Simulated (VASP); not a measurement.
Write the native input for VASP 6.6.1 that does the following.

| Item | Value |
| --- | --- |
| Task | single point |
| Functional | PBE |
| Potentials or basis | VASP PAW PBE potentials, release 64 (Mg, O) |
| Cutoff | 600 eV |
| k mesh | 2 × 2 × 2, shifted |
| Occupations | gaussian, width 0.02 eV |
| Spin | no spin polarisation |
| Dipole correction | no |
| Further INCAR settings | LREAL = Auto; ALGO = Normal; EDIFF = 1e-06; NBANDS = 86 |

The structure of MgO lies in POSCAR:

```
MgO
1.0
   -4.2535896552     -4.2535896552     -4.2535896552
   -4.2535896552      4.2535896552      4.2535896552
    4.2535896552      4.2535896552     -4.2535896552
Mg O
16 16
Direct
   -0.0013586005      0.7485903571      0.2473813928
    0.7485987444      0.7485419288      0.4973285323
    0.4987269770      0.7486022856      0.7475216148
   -0.0013876921      0.2485955910      0.7474560347
    0.9986807253     -0.0013840397     -0.0025068110
    0.7486136191     -0.0014177598      0.2474269787
    0.4986179184     -0.0014632813      0.4974227501
    0.2485895676     -0.0014984122      0.7474349130
    0.2486467882      0.7485390506     -0.0024984088
   -0.0013889193      0.4985406444      0.4973647338
    0.7486971006      0.4986404145      0.7474723081
    0.7485847946      0.2486641278     -0.0025508149
    0.4986044050      0.2484827286      0.2474570209
    0.2486805523      0.2485671552      0.4975158457
    0.4986291065      0.4985576577     -0.0025446039
    0.2485558316      0.4985754589      0.2474335340
    0.2486201694     -0.0014957286      0.2473620184
   -0.0014248905     -0.0014993622      0.4972537825
    0.7486007748     -0.0014390489      0.7473126456
    0.2485803009      0.4985151325      0.7473356496
    0.2486030132      0.2485231697     -0.0026546768
   -0.0014501240      0.2485236396      0.2472823686
    0.7485488569      0.2485390559      0.4973095728
    0.4986436972      0.2485689251      0.7473922137
    0.4985923258     -0.0015196508     -0.0026209408
    0.2485853354      0.7485428035      0.4972815280
   -0.0014382738      0.7485236594      0.7473435921
   -0.0013864175      0.4985907694     -0.0026405145
    0.7486020197      0.4985084132      0.2472892021
    0.4985771166      0.4985313511      0.4973553158
    0.7485846640      0.7485099967     -0.0026976181
    0.4985845798      0.7484731178      0.2473086560
```

These files were run (other wordings do the same):

INCAR

```
PREC     = Accurate       # precision mode
ENCUT    = 600            # plane-wave cutoff, eV
EDIFF    = 1E-6           # SCF threshold, eV
ISMEAR   = 0              # smearing method
SIGMA    = 0.02           # smearing width, eV
LREAL    = Auto         
LASPH    = True           # aspherical terms in the spheres
NELM     = 120            # most SCF steps
ALGO     = Normal         # electronic algorithm
ISIF     = 2              # what is computed and relaxed
LWAVE    = False          # write WAVECAR
LCHARG   = False          # write CHGCAR
GGA      = PE             # functional
NBANDS   = 86             # bands
GGA_COMPAT= False
```

KPOINTS

```
Automatic mesh
0
Gamma
  2 2 2
  0.5 0.5 0.5
```

Potentials or basis: VASP PAW PBE potentials, release 64 (Mg, O).

Launch:

```console
$ cat potpaw_PBE.64/Mg/POTCAR potpaw_PBE.64/O/POTCAR > POTCAR
$ mpirun -np 1 vasp_std > vasp.out
```

It gave:

- Pressure: -0.9 GPa
- Largest force: 0.010 eV/Å
- Band gap on the k mesh: 5.88 eV

Wall time 8.3 min on 1 thread of Intel Xeon 8259CL, with other jobs on the host, peak memory 0.51 GiB.
